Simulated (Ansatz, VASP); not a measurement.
## SrCl2: VASP beside Ansatz

```
Sr Cl
1.0
     0.00000    3.76434    3.34608
     3.76434    0.00000    3.34608
     3.76434    3.76434    0.00000
Sr Cl
1 2
Direct
  0.00000 0.00000 0.00000
  0.25000 0.25000 0.25000
  0.75000 0.75000 0.75000
```

Change from the starting cell: strain +0.080 along x and y, -0.040 along z, atoms carried along.

Alike in both runs: task single point; functional LDA; k mesh 6 × 6 × 6; occupations gaussian, width 0.05 eV; no spin polarisation.

|  | VASP | Ansatz |
| --- | --- | --- |
| version | VASP 6.6.1 | Ansatz 0.2.0 |
| potentials or method | VASP PAW LDA potentials, release 64 (Sr_sv, Cl), cutoff 520 eV | scalar-relativistic, plane waves, PAW |
| valence electrons in the cell | 24 | 24 |

Ansatz gave:

- gap on the k mesh at the Fermi level (eV): 3.79
- least direct gap on the mesh (eV): 3.99
- pressure (GPa): -5.3
- traceless stress, the component that is largest in VASP (GPa): 3.49

Question: Which values does VASP return?

Answer: gap on the k mesh at the Fermi level (eV): 3.80; least direct gap on the mesh (eV): 4.00; pressure (GPa): -5.2; traceless stress, the component that is largest in VASP (GPa): 3.48.

LDA's correlation is that of Perdew and Zunger in VASP and of Perdew and Wang (1992) in Ansatz.
